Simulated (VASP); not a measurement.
# SnO2 in VASP: a series of runs, part 2 of 2

VASP 6.6.1.

### 3 Single point, PBE (31.70 Å³/atom)

This run uses another cell than the first one, of 31.70 Å³/atom.

INCAR reads:

```
SYSTEM = SnO2
ALGO = Normal ; EDIFF = 1E-6
ENCUT = 520 ; GGA = PE
ISIF = 2 ; ISMEAR = -1
LASPH = .True. ; LCHARG = .False.
LREAL = .False. ; LWAVE = .False.
NBANDS = 20 ; NELM = 100
PREC = Accurate ; SIGMA = 0.05
```

KPOINTS reads:

```
k-points
0
Gamma
  9 6 5
  0 0 0
```

POSCAR reads:

```
SnO2
1.0
    3.0825648576      0.0000000000      0.0000000000
    0.0000000000      5.0620513872      0.0000000000
    0.0000000000      0.0000000000      6.0941850551
Sn O
1 2
Direct
    0.5000000000      0.5000000000      0.0000000000
    0.0000000000      0.5000000000      0.7757200000
    0.0000000000      0.5000000000      0.2242800000
```

Potentials or basis: VASP PAW PBE potentials, release 64 (Sn_d, O).

The run is started by

```bash
> cat potpaw_PBE.64/Sn_d/POTCAR potpaw_PBE.64/O/POTCAR > POTCAR
> mpirun -np 1 vasp_std > vasp.out
```

OUTCAR:

```text
SYSTEM = SnO2
   EDIFF = 1E-6
   ENCUT = 520
   GGA = PE
   ISIF = 2
   ISMEAR = -1
   LASPH = .True.
   LREAL = .False.
   NELM = 100
   PREC = Accurate

 ion  position               nearest neighbor table
   1  0.500  0.500  0.000-   2 2.06   3 2.06   2 2.06   3 2.06
   2  0.000  0.500  0.776-   1 2.06   1 2.06
   3  0.000  0.500  0.224-   1 2.06   1 2.06

  LATTYP: Found a simple orthorhombic cell.
 ALAT       =     3.0825648576
 B/A-ratio  =     1.6421556791
 C/A-ratio  =     1.9769851849

  Lattice vectors:

 A1 = (   3.0825648576,   0.0000000000,   0.0000000000)
 A2 = (   0.0000000000,   5.0620513872,   0.0000000000)
 A3 = (   0.0000000000,   0.0000000000,   6.0941850551)

Analysis of symmetry for initial positions (statically):
=====================================================================
 Subroutine PRICEL returns:
 Original cell was already a primitive cell.

 Routine SETGRP: Setting up the symmetry group for a
 simple orthorhombic supercell.

 Subroutine GETGRP returns: Found  8 space group operations
 (whereof  8 operations were pure point group operations)
 out of a pool of  8 trial point group operations.

The static configuration has the point symmetry D_2h.

[... 161 lines left out ...]

 E-fermi :  -1.0272     XC(G=0):  -6.1680

 val. band max:       -1.7099600829   @ k =   0.4444   0.5000   0.0000
 cond. band min:      -0.4678470164   @ k =   0.0000   0.0000   0.0000
 fundamental gap:      1.2421130665
 Fermi energy:        -1.0272121476

 k-point     1 :       0.0000    0.0000    0.0000
  band No.  band energies     occupation
      1     -22.9039      2.00000
      2     -22.3175      2.00000
      3     -22.2358      2.00000
      4     -22.1116      2.00000
      5     -22.0802      2.00000
      6     -18.6471      2.00000
[... 541 lines left out ...]
     19       8.9758      0.00000
     20      10.3230      0.00000

 [... further k-points ...]

------------------------ aborting loop because EDIFF is reached ----------------------------------------

  FORCE on cell =-STRESS in cart. coord.  units (eV):
  Direction    XX          YY          ZZ          XY          YZ          ZX
  --------------------------------------------------------------------------------------
  -------------------------------------------------------------------------------------
  Total       -2.6483808      0.2118196     -1.6568974     -0.0000000      0.0000000      0.0000000
  in kB      -44.6207235      3.5688008    -27.9159105     -0.0000000      0.0000000      0.0000000
  external PRESSURE =     -22.9892777 kB  Pullay stress =       0.0000000 kB

 VOLUME and BASIS-vectors are now :
 -----------------------------------------------------------------------------
  energy-cutoff  :      520.00
  volume of cell :       95.09
      direct lattice vectors                 reciprocal lattice vectors
     3.082564858  0.000000000  0.000000000     0.324405178  0.000000000  0.000000000
     0.000000000  5.062051387  0.000000000     0.000000000  0.197548370  0.000000000
     0.000000000  0.000000000  6.094185055     0.000000000  0.000000000  0.164090849

 POSITION                                       TOTAL-FORCE (eV/Angst)
 -----------------------------------------------------------------------------------
      1.54128      2.53103      0.00000        -0.000000     -0.000000      0.000000
      0.00000      2.53103      4.72738        -0.000000      0.000000      0.654692
      0.00000      2.53103      1.36680         0.000000     -0.000000     -0.654692
 -----------------------------------------------------------------------------------
    total drift:                                0.000000     -0.000000     -0.000000

  FREE ENERGIE OF THE ION-ELECTRON SYSTEM (eV)
  ---------------------------------------------------
  free  energy   TOTEN  =       -16.1195830989 eV

  energy  without entropy=      -16.1195829172  energy(sigma->0) =      -16.11958301
```

Wall time 2 min (1 thread of Intel Xeon 8259CL, shared host); peak memory 0.26 GiB.

Results:

- Free energy: -16.1196 eV
- Pressure: -2.3 GPa
- Largest force: 0.655 eV/Å
- Band gap on the k mesh: 1.24 eV (least direct gap 1.81 eV)

Forces on the atoms (eV/Å):
```
Sn   0.000  0.000  0.000
O    0.000  0.000  0.655
O    0.000  0.000 -0.655
```

Caveat: spin-orbit coupling is left out, which moves the levels of the heavy elements; an odd mesh through Γ misses points on the zone boundary, where band edges can lie.

### 4 Single point, PBE (atoms moved at random)

INCAR reads:

```
PREC = Accurate ; ENCUT = 520
EDIFF = 1E-6 ; ISMEAR = -1
SIGMA = 0.05 ; LREAL = F
LASPH = T ; NELM = 100
ALGO = Normal ; ISIF = 2
LWAVE = F ; LCHARG = T
GGA = PE ; LELF = T
LVHAR = T ; NBANDS = 20
```

KPOINTS reads:

```
Automatic mesh
0
Gamma
  9 6 5
```

POSCAR reads:

```
SnO2
1.0
    3.0232700000      0.0000000000      0.0000000000
    0.0000000000      4.9646800000      0.0000000000
    0.0000000000      0.0000000000      5.9769600000
Sn O
1 2
Direct
    0.5074680000      0.4991730000     -0.0008730000
   -0.0043850000      0.5088600000      0.7674370000
   -0.0130290000      0.4947350000      0.2259780000
```

Potentials or basis: VASP PAW PBE potentials, release 64 (Sn_d, O).

The run is started by

```bash
> cat potpaw_PBE.64/Sn_d/POTCAR potpaw_PBE.64/O/POTCAR > POTCAR
> mpirun -np 1 vasp_std > vasp.out
```

OUTCAR:

```text
PREC = Accurate
   ENCUT = 520
   EDIFF = 1E-6
   ISMEAR = -1
   LREAL = F
   LASPH = T
   NELM = 100
   ISIF = 2
   GGA = PE

 ion  position               nearest neighbor table
   1  0.507  0.499  0.999-   3 1.99   2 2.02   2 2.08   3 2.08
   2  0.996  0.509  0.767-   1 2.02   1 2.08
   3  0.987  0.495  0.226-   1 1.99   1 2.08

  LATTYP: Found a simple orthorhombic cell.
 ALAT       =     3.0232700000
 B/A-ratio  =     1.6421556791
[... 745 lines left out ...]

  FORCE on cell =-STRESS in cart. coord.  units (eV):
  Direction    XX          YY          ZZ          XY          YZ          ZX
  --------------------------------------------------------------------------------------
  -------------------------------------------------------------------------------------
  Total       -0.0687366      0.2301929     -1.0329862      0.0054326      0.0032908      0.2903509
  in kB       -1.2275809      4.1110616    -18.4483089      0.0970222      0.0587719      5.1854354
  external PRESSURE =      -5.1882761 kB  Pullay stress =       0.0000000 kB

 VOLUME and BASIS-vectors are now :
 -----------------------------------------------------------------------------
  energy-cutoff  :      520.00
  volume of cell :       89.71
      direct lattice vectors                 reciprocal lattice vectors
     3.023270000  0.000000000  0.000000000     0.330767679  0.000000000  0.000000000
     0.000000000  4.964680000  0.000000000     0.000000000  0.201422851  0.000000000
     0.000000000  0.000000000  5.976960000     0.000000000  0.000000000  0.167309134

 POSITION                                       TOTAL-FORCE (eV/Angst)
 -----------------------------------------------------------------------------------
      1.53421      2.47823      5.97174        -1.009089      0.073674     -0.468476
      3.01001      2.52633      4.58694         0.395428     -0.031021      0.688630
      2.98388      2.45620      1.35066         0.613661     -0.042653     -0.220154
 -----------------------------------------------------------------------------------
    total drift:                               -0.000283     -0.000525     -0.000480

  FREE ENERGIE OF THE ION-ELECTRON SYSTEM (eV)
  ---------------------------------------------------
  free  energy   TOTEN  =       -16.1033403974 eV

  energy  without entropy=      -16.1033402972  energy(sigma->0) =      -16.10334035
```

It took 4.4 min on 1 thread of Intel Xeon 8259CL, shared host; peak memory 0.36 GiB.

What came out:

```
Free energy            : -16.1033 eV
Pressure               : -0.5 GPa
Largest force          : 1.115 eV/Å
Band gap on the k mesh : 1.30 eV (least direct gap 1.79 eV)
```

Forces in eV/Å, atoms in the order of the input:
```
Sn  -1.009  0.074 -0.468
O    0.395 -0.031  0.689
O    0.614 -0.043 -0.220
```

Caveat: the cell differs from its parent crystal (atoms moved at random); spin-orbit coupling is left out, which moves the levels of the heavy elements; an odd mesh through Γ misses points on the zone boundary, where band edges can lie; forces of over 1 eV/Å act on the atoms, so gaps and moduli don't describe the material at rest.

### 5 The runs side by side

```tsv
cell	gap on the mesh (eV)	pressure (GPa)	largest force (eV/Å)
a = 3.063, b = 5.030, c = 6.056 Å, 3 atoms, atomic positions A	1.26	-1.4	0.43
a = 3.083, b = 5.062, c = 6.094 Å, 3 atoms, atomic positions A	1.24	-2.3	0.65
a = 3.023, b = 4.965, c = 5.977 Å, 3 atoms, atomic positions B	1.30	-0.5	1.11
```

Alike in all rows: task single point; level PBE; potentials or basis VASP PAW PBE potentials, release 64 (Sn_d, O); no spin polarisation; k mesh 9 × 6 × 5; cutoff (eV) 520; smearing fermi-dirac 0.05 eV.

Caveats: spin-orbit coupling is left out, which moves the levels of the heavy elements; an odd mesh through Γ misses points on the zone boundary, where band edges can lie; forces of over 1 eV/Å act on the atoms, so gaps and moduli don't describe the material at rest (at least some runs).

Absolute energies hang on the potentials; compare differences alone.
